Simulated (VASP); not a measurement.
Write the native input for VASP 6.6.1 that does the following.

```
Task                   : single point
Functional             : PBE
Potentials or basis    : VASP PAW PBE potentials, release 64 (Mn_pv)
Cutoff                 : 520 eV
k mesh                 : 6 × 6 × 6
Occupations            : gaussian, width 0.1 eV
Spin                   : collinear spin, ferromagnetic start
Starting moments       : [4.0, 4.0] μB
Dipole correction      : no
Further INCAR settings : ALGO = Fast; EDIFF = 1e-06; NBANDS = 24
```

The structure of Mn lies in POSCAR:

```
Mn
1.0
   -2.2001468975      2.2001468975      1.2332440300
    2.2001468975     -2.2001468975      1.2332440300
    2.2001468975      2.2001468975     -1.2332440300
Mn
2
Direct
    0.7500000000      0.2500000000      0.5000000000
    0.0000000000      0.0000000000      0.0000000000
```

The input as run:

INCAR

```
  ALGO = Fast
  EDIFF = 1E-6
  ENCUT = 520
  GGA = PE
  ISIF = 2
  ISMEAR = 0
  ISPIN = 2
  LASPH = T
  LCHARG = F
  LMAXMIX = 4
  LORBIT = 11
  LREAL = F
  LWAVE = F
  MAGMOM = 4 4
  NBANDS = 24
  NELM = 150
  PREC = Accurate
  SIGMA = 0.1
```

KPOINTS

```
k-points
0
Gamma
  6 6 6
```

Potentials or basis: VASP PAW PBE potentials, release 64 (Mn_pv).

Launch:

```console
$ cat potpaw_PBE.64/Mn_pv/POTCAR > POTCAR
$ mpirun -np 1 vasp_std > vasp.out
```

Results of the run:

```json
{
  "Pressure": "1.1 GPa",
  "Net moment": "2.52 μB per cell",
  "Site moments": "Mn +1.25 μB",
  "Valence electrons inside the program's atomic spheres": "Mn 11.93"
}
```

Caveat: the k points lie up to 0.49 Å⁻¹ apart; the moment fell far below its start of 4 μB, so a state of higher moment may lie lower in energy.

Wall time 34 s on 1 thread of Intel Xeon 6975P-C, on a shared host, peak memory 0.18 GiB.
